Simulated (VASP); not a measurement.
# Al in VASP: further runs, part 2 of 2

VASP 6.6.1. Earlier steps stand in the parts before.

## (4) Single point, PBEsol

This run uses another cell than the first one.

The input, INCAR:

```
ALGO = Normal
DIPOL = 0.5 0.5 0.500
EDIFF = 1E-6
ENCUT = 520
GGA = PS
IDIPOL = 3
ISIF = 2
ISMEAR = -1
LASPH = True
LCHARG = False
LDIPOL = True
LREAL = False
LWAVE = False
NBANDS = 16
NELM = 80
PREC = Accurate
SIGMA = 0.1
```

The input, KPOINTS:

```
k-points
0
Gamma
  4 6 1
```

The input, POSCAR:

```
Al
1.0
    4.5006498094      0.0000000000      0.0000000000
    0.0000000000      2.7560738860      0.0000000000
    0.0000000000      0.0000000000     15.1969027580
Al
5
Direct
    0.0000000000      0.0000000000      0.3290144103
    0.5000000000      0.6666666667      0.4145072052
    0.0000000000      0.3333333333      0.5000000000
    0.5000000000      0.0000000000      0.5854927948
    0.0000000000      0.6666666667      0.6709855897
```

Launch:

```console
> cat potpaw_PBE.64/Al/POTCAR > POTCAR
> mpirun -np 1 vasp_std > vasp.out
```

It took 55 s on 1 thread of AMD EPYC 7R13, shared host; peak memory 0.24 GiB.

The run converged. Its results:

```yaml
Free_energy: -18.4310 eV
Largest_force: 0.357 eV/Å
Band_gap_on_the_k_mesh: zero (an odd number of electrons rules out a gap without spin polarisation)
```

Forces on the atoms (eV/Å):
```
Al   0.000  0.233  0.062
Al   0.000 -0.146 -0.325
Al   0.000  0.000  0.000
Al   0.000  0.146  0.325
Al   0.000 -0.233 -0.062
```

Levels at points of the mesh, in eV from the Fermi level:
| k point | band 5 | band 6 | band 7 | band 8 | band 9 | band 10 |
| --- | --- | --- | --- | --- | --- | --- |
| (0.00, 0.00, 0.00) | -3.00 | -2.89 | -1.80 | -0.75 | -0.25 | 1.04 |
| (0.50, 0.00, 0.00) | -4.51 | -3.15 | -1.92 | 0.60 | 1.22 | 3.39 |
| (0.00, 0.50, 0.00) | -1.23 | -0.96 | 0.72 | 0.79 | 1.24 | 1.67 |
| (0.50, 0.50, 0.00) | -2.57 | -2.45 | -1.55 | -1.44 | 0.06 | 0.34 |

Caveat: the k points lie up to 0.38 Å⁻¹ apart, too coarse for converged energies and pressures of a metal; the PAW data sets were made with another functional, which shifts forces and pressure a little.

## (5) Single point, PBEsol

This run uses another cell than the first one.

The input, INCAR:

```
  PREC = Accurate
  ENCUT = 520
  EDIFF = 1E-7
  ISMEAR = -1
  SIGMA = 0.1
  LREAL = F
  LASPH = T
  NELM = 80
  ALGO = Normal
  ISIF = 2
  LWAVE = F
  LCHARG = F
  LDIPOL = T
  IDIPOL = 3
  DIPOL = 0.5 0.5 0.500
  GGA = PS
  NBANDS = 16
```

The input, KPOINTS:

```
regular mesh
0
Gamma
  4 6 1
```

The input, POSCAR:

```
Al
1.0
    4.5006498094      0.0000000000      0.0000000000
    0.0000000000      2.7560738860      0.0000000000
    0.0000000000      0.0000000000     18.1969027580
Al
5
Direct
    0.0000000000      0.0000000000      0.3572036454
    0.5000000000      0.6666666667      0.4286018227
    0.0000000000      0.3333333333      0.5000000000
    0.5000000000      0.0000000000      0.5713981773
    0.0000000000      0.6666666667      0.6427963546
```

Potentials or basis: VASP PAW PBE potentials, release 64 (Al).

Launch:

```console
> cat potpaw_PBE.64/Al/POTCAR > POTCAR
> mpirun -np 1 vasp_std > vasp.out
```

OUTCAR:

```text
PREC = Accurate
   ENCUT = 520
   EDIFF = 1E-7
   ISMEAR = -1
   LREAL = F
   LASPH = T
   NELM = 80
   ISIF = 2
   GGA = PS

 ion  position               nearest neighbor table
   1  0.000  0.000  0.357-   3 2.76   2 2.76   2 2.76   3 3.18   2 3.18   2 3.18
   2  0.500  0.667  0.429-   4 2.76   1 2.76   1 2.76   3 2.76   3 2.76   3 3.18   3 3.18   4 3.18
                             1 3.18   1 3.18
   3  0.000  0.333  0.500-   1 2.76   5 2.76   4 2.76   4 2.76   2 2.76   2 2.76   5 3.18   2 3.18
                             2 3.18   1 3.18   4 3.18   4 3.18
   4  0.500  0.000  0.571-   2 2.76   3 2.76   3 2.76   5 2.76   5 2.76   2 3.18   3 3.18   3 3.18
                             5 3.18   5 3.18
[... 427 lines left out ...]
  Total       -2.7132488      0.5561661      0.5175454      0.0000000     -0.8299545      0.0000000
  in kB      -19.2591294      3.9477675      3.6736304      0.0000000     -5.8911665      0.0000000
  external PRESSURE =      -3.8792438 kB  Pullay stress =       0.0000000 kB

 VOLUME and BASIS-vectors are now :
 -----------------------------------------------------------------------------
  energy-cutoff  :      520.00
  volume of cell :      225.72
      direct lattice vectors                 reciprocal lattice vectors
     4.500649809  0.000000000  0.000000000     0.222190138  0.000000000  0.000000000
     0.000000000  2.756073886  0.000000000     0.000000000  0.362834975  0.000000000
     0.000000000  0.000000000 18.196902758     0.000000000  0.000000000  0.054954407

 POSITION                                       TOTAL-FORCE (eV/Angst)
 -----------------------------------------------------------------------------------
      0.00000      0.00000      6.50000         0.000000      0.232830      0.062551
      2.25032      1.83738      7.79923         0.000000     -0.146281     -0.325535
      0.00000      0.91869      9.09845         0.000000      0.000000     -0.000000
      2.25032      0.00000     10.39768         0.000000      0.146281      0.325535
      0.00000      1.83738     11.69690         0.000000     -0.232830     -0.062551
 -----------------------------------------------------------------------------------
    total drift:                               -0.000000     -0.000003     -0.000000

  FREE ENERGIE OF THE ION-ELECTRON SYSTEM (eV)
  ---------------------------------------------------
  free  energy   TOTEN  =       -18.4312743727 eV

  energy  without entropy=      -18.3431163419  energy(sigma->0) =      -18.38719536

 vacuum level on the upper side and lower side of the slab         4.318         4.320
```

OSZICAR:

```text
N       E                     dE             d eps       ncg     rms          rms(c)
DAV:   1     0.334636893519E+02    0.33464E+02   -0.42355E+03   384   0.628E+02
DAV:   2    -0.172395381301E+02   -0.50703E+02   -0.45294E+02   528   0.110E+02
DAV:   3    -0.193414770262E+02   -0.21019E+01   -0.20506E+01   536   0.223E+01
[... 13 lines left out ...]
DAV:  17    -0.184312615190E+02   -0.45076E-04   -0.23470E-06   504   0.511E-03    0.918E-04
DAV:  18    -0.184312720005E+02   -0.10481E-04   -0.57800E-07   432   0.281E-03    0.797E-04
DAV:  19    -0.184312741002E+02   -0.20997E-05   -0.15700E-07   464   0.139E-03    0.288E-04
DAV:  20    -0.184312743556E+02   -0.25539E-06   -0.27589E-08   344   0.614E-04    0.892E-05
DAV:  21    -0.184312743727E+02   -0.17106E-07   -0.35306E-09   384   0.330E-04
   1 F= -.18431274E+02 E0= -.18387195E+02  d E =-.881580E-01
```

Run time: 1.8 min. Hardware: 1 thread of AMD EPYC 7R13, shared host; peak memory 0.26 GiB.

What came out:

```
Free energy            : -18.4313 eV
Largest force          : 0.357 eV/Å
Band gap on the k mesh : zero (an odd number of electrons rules out a gap without spin polarisation)
```

Forces in eV/Å, atoms in the order of the input:
```
Al   0.000  0.233  0.063
Al   0.000 -0.146 -0.326
Al   0.000  0.000  0.000
Al   0.000  0.146  0.326
Al   0.000 -0.233 -0.063
```

Caveat: the k points lie up to 0.38 Å⁻¹ apart, too coarse for converged energies and pressures of a metal; the PAW data sets were made with another functional, which shifts forces and pressure a little.

## (6) Single point, PBEsol

This run uses another cell than the first one.

The input, INCAR:

```
SYSTEM = Al
  PREC = Accurate
  ENCUT = 520
  EDIFF = 1E-6
  ISMEAR = -1
  SIGMA = 0.1
  LREAL = .FALSE.
  LASPH = .TRUE.
  NELM = 100
  ALGO = Normal
  ISIF = 2
  LWAVE = .FALSE.
  LCHARG = .FALSE.
  LDIPOL = .TRUE.
  IDIPOL = 3
  DIPOL = 0.5 0.5 0.500
  GGA = PS
  NBANDS = 16
```

The input, KPOINTS:

```
regular mesh
0
G
  4 6 1
  0 0 0
```

The input, POSCAR:

```
Al
1.0
    4.5006498094      0.0000000000      0.0000000000
    0.0000000000      2.7560738860      0.0000000000
    0.0000000000      0.0000000000     21.1969027580
Al
5
Direct
    0.0000000000      0.0000000000      0.3774136293
    0.5000000000      0.6666666667      0.4387068147
    0.0000000000      0.3333333333      0.5000000000
    0.5000000000      0.0000000000      0.5612931853
    0.0000000000      0.6666666667      0.6225863707
```

Potentials or basis: VASP PAW PBE potentials, release 64 (Al).

Launch:

```console
> cat potpaw_PBE.64/Al/POTCAR > POTCAR
> mpirun -np 1 vasp_std > vasp.out
```

It took 1.9 min on 1 thread of AMD EPYC 7R13, shared host; peak memory 0.29 GiB.

It converged, with:

```yaml
Free_energy: -18.4314 eV
Largest_force: 0.357 eV/Å
Band_gap_on_the_k_mesh: zero (an odd number of electrons rules out a gap without spin polarisation)
```

Forces in eV/Å, atoms in the order of the input:
```
Al   0.000  0.233  0.063
Al   0.000 -0.146 -0.326
Al   0.000  0.000  0.000
Al   0.000  0.146  0.326
Al   0.000 -0.233 -0.063
```

Levels at points of the mesh, in eV from the Fermi level:
| k point | band 5 | band 6 | band 7 | band 8 | band 9 | band 10 |
| --- | --- | --- | --- | --- | --- | --- |
| (0.00, 0.00, 0.00) | -3.00 | -2.89 | -1.80 | -0.75 | -0.25 | 1.04 |
| (0.50, 0.00, 0.00) | -4.51 | -3.15 | -1.92 | 0.60 | 1.23 | 3.41 |
| (0.00, 0.50, 0.00) | -1.23 | -0.96 | 0.72 | 0.79 | 1.24 | 1.67 |
| (0.50, 0.50, 0.00) | -2.57 | -2.45 | -1.55 | -1.44 | 0.06 | 0.34 |

Caveat: the k points lie up to 0.38 Å⁻¹ apart, too coarse for converged energies and pressures of a metal; the PAW data sets were made with another functional, which shifts forces and pressure a little.

## (7) Summary

```csv
cell,gap on the mesh (eV),largest force (eV/Å)
"a = 4.501, b = 2.756, c = 11.197 Å, 5 atoms",none,0.35
"a = 4.501, b = 2.756, c = 13.197 Å, 5 atoms",none,0.36
"a = 4.501, b = 2.756, c = 15.197 Å, 5 atoms",none,0.36
"a = 4.501, b = 2.756, c = 18.197 Å, 5 atoms",none,0.36
"a = 4.501, b = 2.756, c = 21.197 Å, 5 atoms",none,0.36
```

Alike in all rows: task single point; level PBEsol; potentials or basis VASP PAW PBE potentials, release 64 (Al); no spin polarisation; k mesh 4 × 6 × 1; cutoff (eV) 520; smearing fermi-dirac 0.1 eV.

Caveats: all runs use coarse meshes; the PAW data sets were made with another functional, which shifts forces and pressure a little.

Absolute energies hang on the potentials; compare differences alone.
